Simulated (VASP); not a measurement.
Runs of VASP 6.6.1 on Lu. The structure is that of space group Fd-3m (No. 227), or close to it. The cells are those of the table. 

| cell | k mesh | gap on the mesh (eV) | pressure (GPa) |
| --- | --- | --- | --- |
| a = 5.191 Å, angles 60.0°, 2 atoms | 6 × 6 × 6 | none | 0.1 |
| a = 5.207 Å, angles 60.0°, 2 atoms | 5 × 5 × 5 | none | 0.0 |
| a = 5.232 Å, angles 60.0°, 2 atoms | 5 × 5 × 5 | none | (a) |
| a = 5.180 Å, angles 60.0°, 2 atoms | 5 × 5 × 5 | none | 0.2 |

Alike in all rows: task single point; level r2SCAN; potentials or basis VASP PAW PBE potentials, release 64 (Lu); no spin polarisation; cutoff (eV) 520; smearing methfessel-paxton 0.1 eV.

Q: Estimate the missing entries.

A: (a) -0.2.

Caveats: the PAW data sets were made with another functional, which shifts forces and pressure a little; spin-orbit coupling is left out, which moves the levels of the heavy elements.

A k mesh can miss the band edges, and the runs leave out spin-orbit coupling on Lu.

A gap of «none» marks levels without a gap at the run's occupations.
